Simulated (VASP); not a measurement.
# Sn2Ge (P-3m1) in VASP: single point with PBE

Aim: the single point of Sn2Ge with PBE.

All numbers are computed with VASP 6.6.1; they aren't measurements. Logs are shortened: lines on timing, memory, paths and dates and some standing lists are left out, and cuts for length are marked.

## 1. The cell of the first run

The structure is trigonal, space group P-3m1 (No. 164). The conventional cell has a = 4.455 Å, b = 4.455 Å, c = 10.932 Å, α = 90.00°, β = 90.00°, γ = 120.00°. Ge (site symmetry 3m) has 3 Ge at 2.66 Å and 1 Sn at 2.66 Å within 3.5 Å. Within 3.5 Å of Sn (site symmetry 3m) lie 1 Ge at 2.66 Å and 3 Sn at 2.78 Å. Sn (site symmetry 3m) has 4 Sn at 2.78 to 2.82 Å within 3.7 Å.

## 2. Single point, PBE, non-collinear spin, zero start, spin-orbit coupling

INCAR

```
PREC     = Accurate       # precision mode
ENCUT    = 520            # plane-wave cutoff, eV
EDIFF    = 1E-6           # SCF threshold, eV
ISMEAR   = -1             # smearing method
SIGMA    = 0.02           # smearing width, eV
LREAL    = F              # projectors in reciprocal space
LASPH    = T              # aspherical terms in the spheres
NELM     = 150            # most SCF steps
ALGO     = Normal         # electronic algorithm
ISIF     = 2              # what is computed and relaxed
LWAVE    = F              # write WAVECAR
LCHARG   = F              # write CHGCAR
MAGMOM   = 0 0 0 0 0 0 0 0 0 0 0 0 0 0 0 0 0 0 # initial moments
LORBIT   = 11             # projections on sites
LSORBIT  = T              # spin-orbit coupling
GGA_COMPAT= F            
LORBMOM  = T            
GGA      = PE             # functional
NBANDS   = 100            # bands
```

KPOINTS

```
Automatic mesh
0
Gamma
  6 6 2
```

POSCAR

```
Sn2Ge
1.0
    4.4545878060      0.0000000000      0.0000000000
   -2.2272939030      3.8577862034      0.0000000000
    0.0000000000      0.0000000000     10.9318868037
Ge Sn
2 4
Direct
    0.6666666667      0.3333333333      0.5309644901
    0.3333333333      0.6666666667      0.4690355099
    0.3333333333      0.6666666667      0.2256414821
    0.0000000000      0.0000000000      0.8709647701
    0.0000000000      0.0000000000      0.1290352299
    0.6666666667      0.3333333333      0.7743585179
```

Potentials or basis: VASP PAW PBE potentials, release 64 (Ge_d, Sn_d).

Command:

```bash
cat potpaw_PBE.64/Ge_d/POTCAR potpaw_PBE.64/Sn_d/POTCAR > POTCAR
mpirun -np 1 vasp_ncl > vasp.out
```

OUTCAR:

```text
PREC = Accurate
   ENCUT = 520
   EDIFF = 1E-6
   ISMEAR = -1
   LREAL = F
   LASPH = T
   NELM = 150
   ISIF = 2
   LORBIT = 11
   LSORBIT = T
   GGA = PE

 ion  position               nearest neighbor table
   1  0.667  0.333  0.531-   2 2.66   2 2.66   2 2.66   6 2.66
   2  0.333  0.667  0.469-   1 2.66   1 2.66   1 2.66   3 2.66
   3  0.333  0.667  0.226-   2 2.66   5 2.78   5 2.78   5 2.78
   4  0.000  0.000  0.871-   6 2.78   6 2.78   6 2.78   5 2.82
   5  0.000  0.000  0.129-   3 2.78   3 2.78   3 2.78   4 2.82
   6  0.667  0.333  0.774-   1 2.66   4 2.78   4 2.78   4 2.78

  LATTYP: Found a hexagonal cell.
 ALAT       =     4.4545878060
 C/A-ratio  =     2.4540737055

  Lattice vectors:

 A1 = (   4.4545878060,   0.0000000000,   0.0000000000)
 A2 = (  -2.2272939030,   3.8577862034,   0.0000000000)
 A3 = (   0.0000000000,   0.0000000000,  10.9318868037)

Analysis of symmetry for initial positions (statically):
=====================================================================
 Subroutine PRICEL returns:
 Original cell was already a primitive cell.

 Routine SETGRP: Setting up the symmetry group for a
 hexagonal supercell.

 Subroutine GETGRP returns: Found 12 space group operations
 (whereof 12 operations were pure point group operations)
 out of a pool of 24 trial point group operations.

The static configuration has the point symmetry D_3d.

Analysis of symmetry for dynamics (positions and initial velocities):
=====================================================================
 Subroutine PRICEL returns:
 Original cell was already a primitive cell.

 Routine SETGRP: Setting up the symmetry group for a
 hexagonal supercell.

 Subroutine GETGRP returns: Found 12 space group operations
 (whereof 12 operations were pure point group operations)
 out of a pool of 24 trial point group operations.

The dynamic configuration has the point symmetry D_3d.

Analysis of structural, dynamic, and magnetic symmetry:
=====================================================================
 Subroutine PRICEL returns:
 Original cell was already a primitive cell.

 Routine SETGRP: Setting up the symmetry group for a
 hexagonal supercell.

 Subroutine GETGRP returns: Found 12 space group operations
 (whereof 12 operations were pure point group operations)
 out of a pool of 24 trial point group operations.

The overall configuration has the point symmetry D_3d.

 Subroutine INISYM returns: Found 12 space group operations
 (whereof 12 operations are pure point group operations),
 and found     1 'primitive' translations

----------------------------------------------------------------------------------------

                                     Primitive cell

  volume of cell :     187.8628

  direct lattice vectors                    reciprocal lattice vectors
     4.454587806  0.000000000  0.000000000     0.224487662  0.129608012  0.000000000
    -2.227293903  3.857786203  0.000000000     0.000000000  0.259216024  0.000000000
     0.000000000  0.000000000 10.931886804     0.000000000  0.000000000  0.091475517

  length of vectors
     4.454587806  4.454587806 10.931886804     0.259216024  0.259216024  0.091475517

  position of ions in fractional coordinates (direct lattice)
     0.666666667  0.333333333  0.530964490
     0.333333333  0.666666667  0.469035510
     0.333333333  0.666666667  0.225641482
     0.000000000  0.000000000  0.870964770
     0.000000000  0.000000000  0.129035230
     0.666666667  0.333333333  0.774358518

  ion indices of the primitive-cell ions
   primitive index   ion index
                 1           1
                 2           2
                 3           3
                 4           4
                 5           5
                 6           6

----------------------------------------------------------------------------------------

 KPOINTS: Automatic mesh

Automatic generation of k-mesh.
 Grid dimensions read from file:
[... 116 lines left out ...]
      3     -20.0227      1.00000
      4     -20.0227      1.00000
      5     -20.0120      1.00000
      6     -20.0120      1.00000
[... 1375 lines left out ...]
     95       8.5597      0.00000
     96       8.5597      0.00000
 [bands above 96 left out]

------------------------ aborting loop because EDIFF is reached ----------------------------------------

  FORCE on cell =-STRESS in cart. coord.  units (eV):
  Direction    XX          YY          ZZ          XY          YZ          ZX
  --------------------------------------------------------------------------------------
  -------------------------------------------------------------------------------------
  Total        1.9781926      1.9781926      2.3357352     -0.0000000     -0.0000000      0.0000000
  in kB       16.8709040     16.8709040     19.9201856     -0.0000000     -0.0000000      0.0000000
  external PRESSURE =      17.8873312 kB  Pullay stress =       0.0000000 kB

 VOLUME and BASIS-vectors are now :
 -----------------------------------------------------------------------------
  energy-cutoff  :      520.00
  volume of cell :      187.86
      direct lattice vectors                 reciprocal lattice vectors
     4.454587806  0.000000000  0.000000000     0.224487662  0.129608012  0.000000000
    -2.227293903  3.857786203  0.000000000     0.000000000  0.259216024  0.000000000
     0.000000000  0.000000000 10.931886804     0.000000000  0.000000000  0.091475517

 POSITION                                       TOTAL-FORCE (eV/Angst)
 -----------------------------------------------------------------------------------
      2.22729      1.28593      5.80444         0.000000      0.000000     -0.089115
     -0.00000      2.57186      5.12744        -0.000000      0.000000      0.089115
     -0.00000      2.57186      2.46669         0.000000      0.000000      0.067993
      0.00000      0.00000      9.52129        -0.000000      0.000000      0.064868
      0.00000      0.00000      1.41060        -0.000000      0.000000     -0.064868
      2.22729      1.28593      8.46520        -0.000000      0.000000     -0.067993
 -----------------------------------------------------------------------------------
    total drift:                                0.000000      0.000000      0.000000

  FREE ENERGIE OF THE ION-ELECTRON SYSTEM (eV)
  ---------------------------------------------------
  free  energy   TOTEN  =       -24.0777839947 eV

  energy  without entropy=      -24.0758041578  energy(sigma->0) =      -24.07679408

 orbital moment (x)

 # of ion     p       d       tot
 ----------------------------------------
  1         0.000   0.000   0.000
  2         0.000   0.000   0.000
  3        -0.000  -0.000  -0.000
  4         0.000   0.000   0.000
  5         0.000   0.000   0.000
  6        -0.000  -0.000  -0.000
 ----------------------------------------
            0.000   0.000   0.000

 orbital moment (y)

 # of ion     p       d       tot
 ----------------------------------------
  1         0.000  -0.000   0.000
  2         0.000  -0.000   0.000
  3         0.000  -0.000   0.000
  4         0.000  -0.000   0.000
  5         0.000  -0.000   0.000
  6        -0.000  -0.000  -0.000
 ----------------------------------------
            0.000  -0.000   0.000

 orbital moment (z)

 # of ion     p       d       tot
 ----------------------------------------
  1         0.000  -0.000  -0.000
  2         0.000  -0.000  -0.000
  3         0.000   0.000   0.000
  4         0.000   0.000   0.000
  5         0.000   0.000   0.000
  6         0.000   0.000   0.000
 ----------------------------------------
            0.000  -0.000  -0.000

 Spin-Orbit-Coupling matrix elements

 Ion:    1  E_soc:     -0.0193939
 l=   1
     0.0000000    -0.0023724    -0.0021451
    -0.0023724     0.0000000    -0.0023724
    -0.0021451    -0.0023724     0.0000000
 l=   2
     0.0000000    -0.0001887     0.0000000    -0.0001887    -0.0007470
    -0.0001887     0.0000000    -0.0005562    -0.0001926    -0.0001887
     0.0000000    -0.0005562     0.0000000    -0.0005562     0.0000000
    -0.0001887    -0.0001926    -0.0005562     0.0000000    -0.0001887
    -0.0007470    -0.0001887     0.0000000    -0.0001887     0.0000000
 l=   3
     0.0000000     0.0000000     0.0000000     0.0000000     0.0000000     0.0000000     0.0000000
     0.0000000     0.0000000     0.0000000     0.0000000     0.0000000     0.0000000     0.0000000
     0.0000000     0.0000000     0.0000000     0.0000000     0.0000000     0.0000000     0.0000000
     0.0000000     0.0000000     0.0000000     0.0000000     0.0000000     0.0000000     0.0000000
[... 89 lines left out ...]
 l=   2
     0.0000000    -0.0012478     0.0000000    -0.0012478    -0.0049374
    -0.0012478     0.0000000    -0.0037544    -0.0012419    -0.0012478
     0.0000000    -0.0037544     0.0000000    -0.0037544     0.0000000
    -0.0012478    -0.0012419    -0.0037544     0.0000000    -0.0012478
    -0.0049374    -0.0012478     0.0000000    -0.0012478     0.0000000
 l=   3
     0.0000000     0.0000000     0.0000000     0.0000000     0.0000000     0.0000000     0.0000000
     0.0000000     0.0000000     0.0000000     0.0000000     0.0000000     0.0000000     0.0000000
     0.0000000     0.0000000     0.0000000     0.0000000     0.0000000     0.0000000     0.0000000
     0.0000000     0.0000000     0.0000000     0.0000000     0.0000000     0.0000000     0.0000000
     0.0000000     0.0000000     0.0000000     0.0000000     0.0000000     0.0000000     0.0000000
     0.0000000     0.0000000     0.0000000     0.0000000     0.0000000     0.0000000     0.0000000
     0.0000000     0.0000000     0.0000000     0.0000000     0.0000000     0.0000000     0.0000000

 total charge

# of ion       s       p       d       tot
------------------------------------------
    1        1.174   1.060   9.996  12.230
    2        1.174   1.060   9.996  12.230
    3        1.161   1.246   9.976  12.382
    4        1.163   1.241   9.971  12.375
    5        1.163   1.241   9.971  12.375
    6        1.161   1.246   9.976  12.382
--------------------------------------------------
tot          6.994   7.093  59.887  73.975

 magnetization (x)

# of ion       s       p       d       tot
------------------------------------------
    1        0.000   0.000   0.000   0.000
    2        0.000   0.000   0.000   0.000
    3        0.000  -0.000   0.000  -0.000
    4        0.000   0.000   0.000   0.000
    5        0.000   0.000   0.000   0.000
    6        0.000  -0.000  -0.000  -0.000
--------------------------------------------------
tot          0.000  -0.000   0.000  -0.000

 magnetization (y)

# of ion       s       p       d       tot
------------------------------------------
    1       -0.000  -0.000   0.000  -0.000
    2        0.000   0.000   0.000   0.000
    3       -0.000  -0.000   0.000  -0.000
    4       -0.000  -0.000   0.000  -0.000
    5        0.000   0.000   0.000   0.000
    6       -0.000  -0.000   0.000  -0.000
--------------------------------------------------
tot         -0.000  -0.000   0.000  -0.000

 magnetization (z)

# of ion       s       p       d       tot
------------------------------------------
    1        0.000   0.000   0.000   0.000
    2        0.000   0.000   0.000   0.000
    3        0.000   0.000   0.000   0.000
    4        0.000   0.000   0.000   0.000
    5        0.000   0.000   0.000   0.000
    6        0.000   0.000   0.000   0.000
--------------------------------------------------
tot          0.000   0.000   0.000   0.000
```

Run time: 23 min. Hardware: 1 thread of Oxide Virtual Turin-like, shared host; peak memory 0.9 GiB.

What came out:

- Free energy: -24.0778 eV
- Pressure: 1.8 GPa
- Largest force: 0.089 eV/Å
- Net moment: 0.00 μB per cell
- Valence electrons inside the program's atomic spheres: Ge 12.23; Sn 12.38

Forces on the atoms (eV/Å):
```
Ge   0.000  0.000 -0.089
Ge   0.000  0.000  0.089
Sn   0.000  0.000  0.068
Sn   0.000  0.000  0.065
Sn   0.000  0.000 -0.065
Sn   0.000  0.000 -0.068
```

Stress tensor (GPa, compression positive):
```
1.69 0.00 0.00
0.00 1.69 0.00
0.00 0.00 1.99
```

Moments on the atoms (μB; x, y, z):
```
Ge  0.00 0.00 0.00
Ge  0.00 0.00 0.00
Sn  0.00 0.00 0.00
Sn  0.00 0.00 0.00
Sn  0.00 0.00 0.00
Sn  0.00 0.00 0.00
```
